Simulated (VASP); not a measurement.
Crystal: Pd.

```
Pd
1.0
    -1.59297    1.59297    1.59297
     1.59297   -1.59297    1.59297
     1.59297    1.59297   -1.59297
Pd
1
Direct
  0.00000 0.00000 0.00000
```

Program: VASP 6.6.1. Alike in all runs: task single point; no spin polarisation; cell as given; k mesh 12 × 12 × 12; cutoff (eV) 520; smearing fermi-dirac 0.05 eV.

Question: Order these runs on this cell by their pressure, lowest first.
A. level PBE; potentials or basis VASP PAW PBE potentials, release 64 (Pd)
B. level LDA; potentials or basis VASP PAW LDA potentials, release 64 (Pd)
C. level r2SCAN; potentials or basis VASP PAW PBE potentials, release 64 (Pd)

Answer: B (-19.7 GPa), C (-10.4 GPa), A (-6.9 GPa).

Caveats: the PAW data sets were made with another functional, which shifts forces and pressure a little (some runs).
